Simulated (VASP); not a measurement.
## C: single point with r2SCAN+rVV10

The system is C.

```xyz
2
Lattice="0.0000 1.7834 1.7834 1.7834 0.0000 1.7834 1.7834 1.7834 0.0000" Properties=species:S:1:pos:R:3 pbc="T T T"
C     2.6751    2.6751    2.6751
C     1.7834    1.7834    1.7834
```

| Quantity | Value |
| --- | --- |
| Program | VASP 6.6.1 |
| Task | single point |
| Functional | r2SCAN |
| Dispersion | rVV10 |
| Potentials or basis | VASP PAW PBE potentials, release 64 (C_h) |
| Cutoff | 1430 eV |
| k mesh | 13 × 13 × 13 |
| Occupations | fermi-dirac, width 0.05 eV |
| Spin | no spin polarisation |

```yaml
Pressure: -4.1 GPa
Band_gap_on_the_k_mesh: 4.33 eV (least direct gap 5.87 eV)
```

Levels at points of the mesh, in eV from the valence-band top:
```csv
k point,band 1,band 2,band 3,band 4,band 5,band 6,band 7,band 8
"(0.00, 0.00, 0.00)",-22.69,0.00,0.00,0.00,5.87,5.87,5.87,13.84
```

It took 53 s on 1 thread of Intel(R) Xeon(R) 6975P-C (Granite Rapids), with other jobs on the host, peak memory 0.33 GiB.

Caveat: the cell stands under tension; the PAW data sets were made with another functional, which shifts forces and pressure a little; an odd mesh through Γ misses points on the zone boundary, where band edges can lie.
